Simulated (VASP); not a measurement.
The system is CaSe.

```
Ca Se
1.0
     0.00000    3.27956    3.27956
     3.27956    0.00000    3.27956
     3.27956    3.27956    0.00000
Ca Se
1 1
Direct
  0.00000 0.00000 0.00000
  0.25000 0.25000 0.25000
```

Base run:

- Program: VASP 6.6.1
- Functional: HSE06
- Potentials or basis: VASP PAW PBE potentials, release 64 (Ca_sv, Se)
- Cutoff: 520 eV
- k mesh: 4 × 4 × 4
- Occupations: gaussian, width 0.01 eV
- Spin: no spin polarisation

Its results: band gap on the k mesh 4.09 eV (least direct gap 4.17 eV); pressure 0.3 GPa.

Problem. The run is repeated on the same cell with these changes: functional from HSE06 to PBE; cutoff from 520 eV to 500 eV; k mesh from 4 × 4 × 4 to 2 × 2 × 2. What comes out?

Solution. Band gap on the k mesh 3.21 eV (least direct gap 3.29 eV); pressure 1.1 GPa.

Several settings changed at once.

Caveats: some runs use coarse meshes; the PAW data sets were made with another functional, which shifts forces and pressure a little (at least some runs).

A k mesh can miss the band edges.
